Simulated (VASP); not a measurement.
# MgH2 in VASP: further runs

MgH2 is run at these levels: PBE; tasks: single point, relaxation of cell and atoms.

Program: VASP 6.6.1. These are calculated values, not measurements. Logs are shortened: lines on timing, memory, paths and dates and some standing lists are left out, and cuts for length are marked.

**1. The cell of the first run**

The structure is orthorhombic, space group Cmmm (No. 65). Conventional cell: a = 4.761 Å, b = 4.768 Å, c = 3.322 Å, α = 90.00°, β = 90.00°, γ = 90.00°. Mg (site symmetry mmm) has 2 H at 1.66 Å within 2.2 Å. H (site symmetry mmm) has 4 H at 2.38 Å and 8 Mg at 2.90 to 2.91 Å within 3.1 Å. Within 2.2 Å of H (site symmetry mmm) lie 2 Mg at 1.66 Å.

**2. Single point, PBE**

INCAR

```
SYSTEM = MgH2
PREC     = Accurate       ! precision mode
ENCUT    = 600            ! plane-wave cutoff, eV
EDIFF    = 1E-6           ! SCF threshold, eV
ISMEAR   = 0              ! smearing method
SIGMA    = 0.15           ! smearing width, eV
LREAL    = .False.        ! projectors in reciprocal space
LASPH    = .True.         ! aspherical terms in the spheres
NELM     = 120            ! most SCF steps
ALGO     = Normal         ! electronic algorithm
ISIF     = 2              ! what is computed and relaxed
LWAVE    = .False.        ! write WAVECAR
LCHARG   = .False.        ! write CHGCAR
GGA      = PE             ! functional
NBANDS   = 9              ! bands
GGA_COMPAT= .False.
```

KPOINTS

```
regular mesh
0
Gamma
  4 4 5
  0 0 0
```

POSCAR

```
MgH2
1.0
    2.3840375195     -2.3802972963      0.0000000000
    2.3840375195      2.3802972963      0.0000000000
    0.0000000000      0.0000000000      3.3219997248
Mg H
1 2
Direct
    0.0000000000      0.0000000000      0.0000000000
    0.5000000000      0.5000000000      0.5000000000
    0.0000000000      0.0000000000      0.5000000000
```

Potentials or basis: VASP PAW PBE potentials, release 64 (Mg, H).

Run with:

```
> cat potpaw_PBE.64/Mg/POTCAR potpaw_PBE.64/H/POTCAR > POTCAR
> mpirun -np 1 vasp_std > vasp.out
```

OUTCAR:

```text
SYSTEM = MgH2
   PREC = Accurate
   ENCUT = 600
   EDIFF = 1E-6
   ISMEAR = 0
   LREAL = .False.
   LASPH = .True.
   NELM = 120
   ISIF = 2
   GGA = PE

 ion  position               nearest neighbor table
   1  0.000  0.000  0.000-   3 1.66   3 1.66
   2  0.500  0.500  0.500-
   3  0.000  0.000  0.500-   1 1.66   1 1.66

  LATTYP: Found a base centered orthorhombic cell.
 ALAT       =     4.7605945926
 B/A-ratio  =     1.0015713261
 C/A-ratio  =     0.6978119351

  Lattice vectors:

 A1 = (  -2.3840375195,  -2.3802972963,   0.0000000000)
 A2 = (   2.3840375195,  -2.3802972963,   0.0000000000)
 A3 = (   0.0000000000,   0.0000000000,   3.3219997248)

Analysis of symmetry for initial positions (statically):
=====================================================================
 Subroutine PRICEL returns:
 Original cell was already a primitive cell.

 Routine SETGRP: Setting up the symmetry group for a
 base centered orthorhombic supercell.

 Subroutine GETGRP returns: Found  8 space group operations
 (whereof  8 operations were pure point group operations)
 out of a pool of  8 trial point group operations.

The static configuration has the point symmetry D_2h.

Analysis of symmetry for dynamics (positions and initial velocities):
=====================================================================
 Subroutine PRICEL returns:
 Original cell was already a primitive cell.

 Routine SETGRP: Setting up the symmetry group for a
 base centered orthorhombic supercell.

 Subroutine GETGRP returns: Found  8 space group operations
 (whereof  8 operations were pure point group operations)
 out of a pool of  8 trial point group operations.

The dynamic configuration has the point symmetry D_2h.

 Subroutine INISYM returns: Found  8 space group operations
 (whereof  8 operations are pure point group operations),
 and found     1 'primitive' translations

----------------------------------------------------------------------------------------

                                     Primitive cell

  volume of cell :      37.7028

  direct lattice vectors                    reciprocal lattice vectors
     2.384037520 -2.380297296  0.000000000     0.209728243 -0.210057794  0.000000000
     2.384037520  2.380297296  0.000000000     0.209728243  0.210057794  0.000000000
     0.000000000  0.000000000  3.321999725     0.000000000  0.000000000  0.301023505

  length of vectors
     3.368894494  3.368894494  3.321999725     0.296833645  0.296833645  0.301023505

  position of ions in fractional coordinates (direct lattice)
     0.000000000  0.000000000  0.000000000
     0.500000000  0.500000000  0.500000000
     0.000000000  0.000000000  0.500000000

  ion indices of the primitive-cell ions
   primitive index   ion index
                 1           1
                 2           2
                 3           3

----------------------------------------------------------------------------------------

 KPOINTS: regular mesh

Automatic generation of k-mesh.
 Grid dimensions read from file:
 generate k-points for:    4    4    5

 Generating k-lattice:

  Cartesian coordinates                     Fractional coordinates (reciprocal lattice)
     0.052432061 -0.052514449  0.000000000     0.250000000 -0.000000000  0.000000000
     0.052432061  0.052514449  0.000000000    -0.000000000  0.250000000  0.000000000
     0.000000000  0.000000000  0.060204701     0.000000000  0.000000000  0.200000000

  Length of vectors
     0.074208411  0.074208411  0.060204701

  Shift w.r.t. Gamma in fractional coordinates (k-lattice)
     0.000000000  0.000000000  0.000000000

 Subroutine IBZKPT returns following result:
 ===========================================

 Found     21 irreducible k-points:

 Following reciprocal coordinates:
            Coordinates               Weight
  0.000000  0.000000  0.000000      1.000000
  0.250000  0.000000  0.000000      4.000000
  0.500000  0.000000  0.000000      2.000000
  0.250000  0.250000  0.000000      2.000000
  0.500000  0.250000  0.000000      4.000000
 -0.250000  0.250000  0.000000      2.000000
[... 13 lines left out ...]
 -0.250000  0.250000  0.400000      4.000000
  0.500000  0.500000  0.400000      2.000000
   k-points           NKPTS =     21   k-points in BZ     NKDIM =     21   number of bands    NBANDS=      9
   number of dos      NEDOS =    301   number of ions     NIONS =      3
   total plane-waves  NPLWV =  21952
   dimension x,y,z NGX =    28 NGY =   28 NGZ =   28
   dimension x,y,z NGXF=    56 NGYF=   56 NGZF=   56
   ions per type =               1   2
   NGX,Y,Z   is equivalent  to a cutoff of  13.82, 13.82, 14.01 a.u.
   NGXF,Y,Z  is equivalent  to a cutoff of  27.63, 27.63, 28.02 a.u.
 SYSTEM =  MgH2
   PREC   = accura    normal or accurate (medium, high low for compatibility)
   ISTART =      0    job   : 0-new  1-cont  2-samecut
   ICHARG =      2    charge: 1-file 2-atom 10-const
   ISPIN  =      1    spin polarized calculation?
   LNONCOLLINEAR =      F non collinear calculations
   LSORBIT =      F    spin-orbit coupling
   LASPH  =      T    aspherical Exc in radial PAW
   ENCUT  =  600.0 eV  44.10 Ry    6.64 a.u.   6.73  6.73  6.63*2*pi/ulx,y,z
   NELM   =    120;   NELMIN=  2; NELMDL= -5     # of ELM steps
   EDIFF  = 0.1E-05   stopping-criterion for ELM
   LREAL  =      F    real-space projection
   EDIFFG = 0.1E-04   stopping-criterion for IOM
   NSW    =      0    number of steps for IOM
   IBRION =     -1    ionic relax: 0-MD 1-quasi-New 2-CG
   NFREE  =      0    steps in history (QN), initial steepest desc. (CG)
   ISIF   =      2    stress and relaxation
   ISYM   =      2    0-nonsym 1-usesym 2-fastsym
   POTIM  = 0.5000    time-step for ionic-motion
   TEBEG  =    0.0;   TEEND  =   0.0 temperature during run
   PSTRESS=    0.0 pullay stress
   NELECT =       4.0000    total number of electrons
   NUPDOWN=      -1.0000    fix difference up-down
   EMIN   =  10.00;   EMAX   =-10.00  energy-range for DOS
   EFERMI =   0.00;   METHOD = LEGACY
   ISMEAR =     0;   SIGMA  =   0.15  broadening in eV -4-tet -1-fermi 0-gaus
   EFERMI_NEDOS =   21; number of points for ismear=-14 and -15
   IALGO  =     38    algorithm
   IMIX   =      4    mixing-type and parameters
     AMIX     =   0.40;   BMIX     =  1.00
     AMIX_MAG =   1.60;   BMIX_MAG =  1.00
  volume/ion in A,a.u.               =      12.57        84.81
  Fermi-wavevector in a.u.,A,eV,Ry     =   0.775003  1.464544  8.172068  0.600630
  Thomas-Fermi vector in A             =   1.877179
   LORBIT       =      0    0 simple, 1 ext, 2 COOP (PROOUT), +10 PAW based schemes
   GGA     = PE    functional components
   LHFCALC =     F    Hartree Fock is set to
   AEXX    =    0.0000 exact exchange contribution
   IVDW    =     0    specifies the selected vdW correction
   LEPSILON=     F    determine dielectric tensor
   LRPA    =     F    only Hartree local field effects (RPA)
 non-spin polarized calculation
 Gauss-broadening in eV      SIGMA  =   0.15
  energy-cutoff  :      600.00
  volume of cell :       37.70
 maximum number of plane-waves:      1288
 NGX is ok and might be reduce to    28
   NGX = 13   NGY = 13   NGZ = 13

 number of electron       3.9999999 magnetization

 Free energy of the ion-electron system (eV)
  ---------------------------------------------------
  ext. energy  EPLUGINS =         0.00000000
  ---------------------------------------------------
  free energy    TOTEN  =        -6.42451948 eV

  energy without entropy =       -6.41624465  energy(sigma->0) =       -6.42038207

 E-fermi :   0.5798     XC(G=0):  -7.9180

 val. band max:       -0.0277121011   @ k =   0.2500   0.2500   0.4000
 cond. band min:       0.6147787451   @ k =   0.2500   0.0000   0.4000
 fundamental gap:      0.6424908462
 Fermi energy:         0.5798491298

 k-point     1 :       0.0000    0.0000    0.0000
  band No.  band energies     occupation
      1      -6.8767      2.00000
      2       0.9226      0.00123
      3       5.3332      0.00000
      4       7.6141      0.00000
      5       7.6205      0.00000
      6       7.8412      0.00000
      7       8.0863      0.00000
      8      18.3687      0.00000
      9      18.7951      0.00000

 k-point     2 :       0.2500    0.0000    0.0000
  band No.  band energies     occupation
      1      -6.1626      2.00000
      2      -0.6942      2.00000
      3       5.1526      0.00000
      4       6.0271      0.00000
      5       8.3455      0.00000
      6       8.5552      0.00000
      7      13.1512      0.00000
      8      14.4117      0.00000
      9      14.5958      0.00000

 k-point     3 :       0.5000    0.0000    0.0000
  band No.  band energies     occupation
      1      -4.6866      2.00000
      2      -3.0529      2.00000
      3       5.2399      0.00000
      4       6.3843      0.00000
      5      10.0935      0.00000
      6      10.1961      0.00000
      7      11.1786      0.00000
      8      11.4982      0.00000
      9      12.9237      0.00000

 k-point     4 :       0.2500    0.2500    0.0000
  band No.  band energies     occupation
      1      -5.4866      2.00000
      2      -0.9646      2.00000
      3       3.2371      0.00000
      4       5.3172      0.00000
      5       9.2594      0.00000
      6      10.4212      0.00000
      7      10.7945      0.00000
      8      15.0814      0.00000
      9      15.1325      0.00000

 k-point     5 :       0.5000    0.2500    0.0000
  band No.  band energies     occupation
      1      -4.1841      2.00000
      2      -2.3941      2.00000
      3       3.3787      0.00000
      4       4.0564      0.00000
      5      10.4053      0.00000
      6      10.4206      0.00000
      7      10.8382      0.00000
      8      12.2848      0.00000
      9      16.5445      0.00000

 k-point     6 :      -0.2500    0.2500    0.0000
  band No.  band energies     occupation
      1      -5.4818      2.00000
      2      -0.9769      2.00000
      3       3.2254      0.00000
      4       5.3327      0.00000
      5       9.2637      0.00000
      6      10.4326      0.00000
      7      10.8092      0.00000
      8      15.0653      0.00000
      9      15.1508      0.00000
[... 133 lines left out ...]
 k-point    18 :       0.2500    0.2500    0.4000
  band No.  band energies     occupation
      1      -4.0642      2.00000
      2      -0.0277      2.00000
      3       0.8626      0.00768
      4       5.2070      0.00000
      5       7.5158      0.00000
      6       7.9224      0.00000
      7      10.0047      0.00000
      8      13.1755      0.00000
      9      15.2060      0.00000

 k-point    19 :       0.5000    0.2500    0.4000
  band No.  band energies     occupation
      1      -3.0392      2.00000
      2      -0.9382      2.00000
      3       2.8341      0.00000
      4       3.0264      0.00000
      5       6.9314      0.00000
      6       7.0386      0.00000
      7       9.6059      0.00000
      8       9.6648      0.00000
      9      17.3135      0.00000

 k-point    20 :      -0.2500    0.2500    0.4000
  band No.  band energies     occupation
      1      -4.0597      2.00000
      2      -0.0363      2.00000
      3       0.8647      0.00725
      4       5.1952      0.00000
      5       7.4998      0.00000
      6       7.9125      0.00000
      7      10.0390      0.00000
      8      13.2139      0.00000
      9      15.2159      0.00000

 k-point    21 :       0.5000    0.5000    0.4000
  band No.  band energies     occupation
      1      -2.5560      2.00000
      2      -0.0810      2.00000
      3       3.6742      0.00000
      4       3.6910      0.00000
      5       5.9136      0.00000
      6       6.0352      0.00000
      7       6.3620      0.00000
      8       6.3774      0.00000
      9      20.1314      0.00000

------------------------ aborting loop because EDIFF is reached ----------------------------------------

  FORCE on cell =-STRESS in cart. coord.  units (eV):
  Direction    XX          YY          ZZ          XY          YZ          ZX
  --------------------------------------------------------------------------------------
  -------------------------------------------------------------------------------------
  Total       -0.0521738     -0.0425216      0.0004280      0.0000000      0.0000000      0.0000000
  in kB       -2.2171213     -1.8069492      0.0181890      0.0000000      0.0000000      0.0000000
  external PRESSURE =      -1.3352938 kB  Pullay stress =       0.0000000 kB

 VOLUME and BASIS-vectors are now :
 -----------------------------------------------------------------------------
  energy-cutoff  :      600.00
  volume of cell :       37.70
      direct lattice vectors                 reciprocal lattice vectors
     2.384037520 -2.380297296  0.000000000     0.209728243 -0.210057794  0.000000000
     2.384037520  2.380297296  0.000000000     0.209728243  0.210057794  0.000000000
     0.000000000  0.000000000  3.321999725     0.000000000  0.000000000  0.301023505

 POSITION                                       TOTAL-FORCE (eV/Angst)
 -----------------------------------------------------------------------------------
      0.00000      0.00000      0.00000         0.000000      0.000000      0.000000
      2.38404      0.00000      1.66100        -0.000000     -0.000000      0.000000
      0.00000      0.00000      1.66100         0.000000      0.000000      0.000000
 -----------------------------------------------------------------------------------
    total drift:                                0.000000      0.000000      0.000000

  FREE ENERGIE OF THE ION-ELECTRON SYSTEM (eV)
  ---------------------------------------------------
  free  energy   TOTEN  =        -6.4245194805 eV

  energy  without entropy=       -6.4162446496  energy(sigma->0) =       -6.42038207
```

Wall time 9 s (1 thread of Intel Xeon Platinum 8488C (Sapphire Rapids), shared host); peak memory 0.15 GiB.

What came out:

| Item | Value |
| --- | --- |
| Free energy | -6.4245 eV |
| Pressure | -0.1 GPa |
| Band gap on the k mesh | zero (band 2 reaches 0.92 eV, above the bottom of band 3 at 0.61 eV) |

Stress tensor (GPa, compression positive):
```
-0.22  0.00  0.00
 0.00 -0.18  0.00
 0.00  0.00  0.00
```

Levels at points of the mesh, in eV from the Fermi level:
| k point | band 1 | band 2 | band 3 | band 4 | band 5 |
| --- | --- | --- | --- | --- | --- |
| (0.00, 0.00, 0.00) | -7.46 | 0.34 | 4.75 | 7.03 | 7.04 |
| (0.50, 0.00, 0.00) | -5.27 | -3.63 | 4.66 | 5.80 | 9.51 |
| (0.50, 0.50, 0.00) | -4.08 | -1.82 | 1.11 | 1.12 | 10.42 |

Caveat: the k points lie up to 0.47 Å⁻¹ apart.

(Part 1 of 2 ends here.)
